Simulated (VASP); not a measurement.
Here is a VASP 6.6.1 calculation.

File INCAR:

```
SYSTEM = NbP
PREC = Accurate ; ENCUT = 520
EDIFF = 1E-6 ; ISMEAR = 0
SIGMA = 0.1 ; LREAL = .FALSE.
LASPH = .TRUE. ; NELM = 60
ALGO = Normal ; ISIF = 2
LWAVE = .FALSE. ; LCHARG = .FALSE.
GGA = PE ; NBANDS = 46
ISYM = 0
```

File KPOINTS:

```
regular mesh
0
G
  10 10 4
  0 0 0
```

Contents of POSCAR:

```
NbP
1.0
    3.3470468453      0.0000000000      0.0000000000
    0.0000000000      3.3470468453      0.0000000000
    0.0000000000      0.0000000000     11.3136848195
Nb P
4 4
Direct
    0.5000000000      0.5000000000      0.0003003701
    0.0000000000      0.5000000000      0.7503003701
    0.0000000000      0.0000000000      0.5003003701
    0.5000000000      0.0000000000      0.2503003701
    0.0000000000      0.0000000000      0.0823282049
    0.5000000000      0.0000000000      0.8323282049
    0.5000000000      0.5000000000      0.5823282049
    0.0000000000      0.5000000000      0.3323282049
```

Potentials or basis: VASP PAW PBE potentials, release 64 (Nb_sv, P).

Run with:

```sh
$ cat potpaw_PBE.64/Nb_sv/POTCAR potpaw_PBE.64/P/POTCAR > POTCAR
$ mpirun -np 1 vasp_std > vasp.out
```

Q: Estimate the pressure.

A: 1.4 GPa.

Q: Predict the band gap on the k mesh.

A: Zero (bands 36 and 37 overlap by 0.10 eV).

Q: What does it give for the largest force?

A: 0.009 eV/Å.

Forces on the atoms (eV/Å):
```
Nb   0.000  0.000 -0.009
Nb   0.000  0.000 -0.009
Nb   0.000  0.000 -0.009
Nb   0.000  0.000 -0.009
P    0.000  0.000  0.009
P    0.000  0.000  0.009
P    0.000  0.000  0.009
P    0.000  0.000  0.009
```
